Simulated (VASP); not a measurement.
Write the native input for VASP 6.6.1 that does the following.

- Task: single point
- Functional: r2SCAN
- Potentials or basis: VASP PAW PBE potentials, release 64 (C)
- Cutoff: 520 eV
- k mesh: 8 × 8 × 8
- Occupations: gaussian, width 0.05 eV
- Spin: no spin polarisation
- Dipole correction: no
- Further INCAR settings: ALGO = Normal; EDIFF = 1e-06; NBANDS = 26

C:

```
CELL_PARAMETERS angstrom
-2.50198 2.50198 2.35624
2.50198 -2.50198 2.35624
2.50198 2.50198 -2.35624
ATOMIC_POSITIONS crystal
C 0.32546 0.00000 0.00000
C 0.67454 0.67454 0.67454
C 0.00000 0.32546 0.00000
C 0.00000 0.00000 0.32546
C 0.00000 0.67454 0.00000
C 0.32546 0.32546 0.32546
C 0.67454 0.00000 0.00000
C 0.00000 0.00000 0.67454
```

This cell differs from its parent crystal: strain +0.030 along x and y, -0.030 along z.

One way to write it, as run:

POSCAR

```
C
1.0
   -2.5019821499      2.5019821499      2.3562356169
    2.5019821499     -2.5019821499      2.3562356169
    2.5019821499      2.5019821499     -2.3562356169
C
8
Direct
    0.3254551632      0.0000000000      0.0000000000
    0.6745448368      0.6745448368      0.6745448368
    0.0000000000      0.3254551632      0.0000000000
    0.0000000000      0.0000000000      0.3254551632
    0.0000000000      0.6745448368      0.0000000000
    0.3254551632      0.3254551632      0.3254551632
    0.6745448368      0.0000000000      0.0000000000
    0.0000000000      0.0000000000      0.6745448368
```

INCAR.step1

```
SYSTEM = C
ALGO     = Normal         ! electronic algorithm
EDIFF    = 1E-4           ! SCF threshold, eV
ENCUT    = 520            ! plane-wave cutoff, eV
GGA      = PE             ! functional
ISMEAR   = 0              ! smearing method
LASPH    = .True.         ! aspherical terms in the spheres
LCHARG   = .False.        ! write CHGCAR
LREAL    = .False.        ! projectors in reciprocal space
LWAVE    = .True.         ! write WAVECAR
NBANDS   = 26             ! bands
NELM     = 100            ! most SCF steps
PREC     = Accurate       ! precision mode
SIGMA    = 0.05           ! smearing width, eV
```

INCAR.step2

```
SYSTEM = C
ALGO     = Normal         ! electronic algorithm
EDIFF    = 1E-6           ! SCF threshold, eV
ENCUT    = 520            ! plane-wave cutoff, eV
ISIF     = 2              ! what is computed and relaxed
ISMEAR   = 0              ! smearing method
ISTART   = 1            
LASPH    = .True.         ! aspherical terms in the spheres
LCHARG   = .False.        ! write CHGCAR
LMIXTAU  = .True.       
LREAL    = .False.        ! projectors in reciprocal space
LWAVE    = .False.        ! write WAVECAR
METAGGA  = R2SCAN         ! meta-GGA
NBANDS   = 26             ! bands
NELM     = 100            ! most SCF steps
PREC     = Accurate       ! precision mode
SIGMA    = 0.05           ! smearing width, eV
```

KPOINTS

```
k-points
0
Gamma
  8 8 8
  0 0 0
```

Potentials or basis: VASP PAW PBE potentials, release 64 (C).

Run with:

```console
$ cat potpaw_PBE.64/C/POTCAR > POTCAR
$ cp INCAR.step1 INCAR
$ mpirun -np 1 vasp_std > vasp.out
$ cp INCAR.step2 INCAR
$ mpirun -np 1 vasp_std > vasp.out
```

It gave:

* Pressure: -7.0 GPa
* Largest force: 1.203 eV/Å
* Band gap on the k mesh: 2.36 eV (least direct gap 3.26 eV)

Caveat: the cell differs from its parent crystal (strain +0.030 along x and y, -0.030 along z); the stress differs along the axes, from -18 to 16 GPa; the PAW data sets were made with another functional, which shifts forces and pressure a little.

Wall time 120 s on 1 thread of Intel(R) Xeon(R) 6975P-C (Granite Rapids) (shared host), peak memory 0.21 GiB.
